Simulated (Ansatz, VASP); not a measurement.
## WC in VASP and in Ansatz

INCAR

```
SYSTEM = WC
PREC = Accurate
ENCUT = 1300
EDIFF = 1E-6
ISMEAR = 0
SIGMA = 0.15
LREAL = .False.
LASPH = .True.
NELM = 120
ALGO = Normal
ISIF = 2
LWAVE = .False.
LCHARG = .True.
GGA = PS
LELF = .True.
LVHAR = .True.
NBANDS = 16
GGA_COMPAT = .False.
```

KPOINTS

```
regular mesh
0
Gamma
  6 6 6
  0 0 0
```

The input POSCAR:

```
WC
1.0
    2.9005014360      0.0000000000      0.0000000000
   -1.4502507180      2.5119079273      0.0000000000
    0.0000000000      0.0000000000      2.8290000000
W C
1 1
Direct
    0.0000000000      0.0000000000     -0.0530222694
    0.6666666667      0.3333333333      0.5000000000
```

Input for Ansatz:

```yaml
crystal:
  lattice:
    - [2.900501436, 0.0, 0.0]
    - [-1.450250718, 2.5119079273, 0.0]
    - [0.0, 0.0, 2.829]
  atoms:
    - { symbol: W, position: [0.0, 0.0, -0.0530222694] }
    - { symbol: C, position: [0.6666666667, 0.3333333333, 0.5] }
basis:
  ecutwfc: 420
kpoints:
  mp_grid: { grid: [6, 6, 6] }
hamiltonian:
  xc: pbesol
scf:
  occupations: { method: gaussian, width: 0.15 }
output:
  forces: true
  stress: true
  eigenvalues: true
```

Change from the starting cell: all W atoms moved -0.150 Å, as atom 1 along Cartesian [0 0 1].

Alike in both runs: task single point; functional PBEsol; k mesh 6 × 6 × 6; occupations gaussian, width 0.15 eV; no spin polarisation.

```csv
,VASP,Ansatz
version,VASP 6.6.1,Ansatz 0.2.0
potentials or method,"VASP PAW PBE potentials, release 64 (W_sv, C_h), cutoff 1300 eV","scalar-relativistic, plane waves, PAW"
valence electrons in the cell,18,18
```

```csv
,VASP,Ansatz,Ansatz less VASP
gap on the k mesh at the Fermi level (eV),none,none,-
pressure (GPa),5.5,4.3,-1.22
"traceless stress, the component that is largest in VASP (GPa)",0.58,0.41,-0.170
rms of the force components (eV/Å),1.265,1.253,-0.0119
```

VASP's potentials were made for PBE, not for PBEsol. Atom by atom the forces differ by 0.012 eV/Å (rms over components). A gap of «none» marks a metal or a gap that the smearing closes.

The k mesh is coarse, so the values compare programs but aren't converged. Spin-orbit coupling is off throughout.
